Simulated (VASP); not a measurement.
The system is Te.

```
CELL_PARAMETERS angstrom
3.33368 0.00000 0.00000
-1.66684 2.88705 0.00000
0.00000 0.00000 3.13366
ATOMIC_POSITIONS crystal
Te 0.00000 0.00000 0.00000
```

This isn't the form of Te at room conditions, which is trigonal, of chains.

- Program: VASP 6.6.1
- Task: relaxation of cell and atoms
- Functional: PBE
- Potentials or basis: VASP PAW PBE potentials, release 64 (Te)
- Cutoff: 600 eV
- k mesh: 15 × 15 × 13
- Occupations: fermi-dirac, width 0.1 eV
- Spin: no spin polarisation

At the start: pressure 1.6 GPa; volume 30.16 Å³/atom.

Question: Where does the relaxation end?

Answer: Over 8 steps the energy falls by 5.5 meV/atom and the volume is 31.11 Å³/atom (+3.1 %); space group P6/mmm (No. 191, to 0.1 Å) before and after.

The path:
```
step  energy change (eV)  largest force (eV/Å)  pressure (GPa)  volume (Å³)
   1              0.0000                0.0000            1.56        30.16
   2             -0.0044                0.0000           -0.64        31.46
   3             -0.0050                0.0000           -0.10        31.11
   4             -0.0054                0.0000           -0.02        31.09
   5             -0.0055                0.0000            0.03        31.07
   6             -0.0055                0.0000            0.04        31.07
   7             -0.0055                0.0000            0.04        31.07
   8             -0.0055                0.0000           -0.01        31.11
```

Final structure:
```xyz
1
Lattice="3.3888 0.0000 0.0000 -1.6944 2.9348 0.0000 0.0000 0.0000 3.1277" Properties=species:S:1:pos:R:3 pbc="T T T"
Te   -1.6944    2.9348    3.1277
```
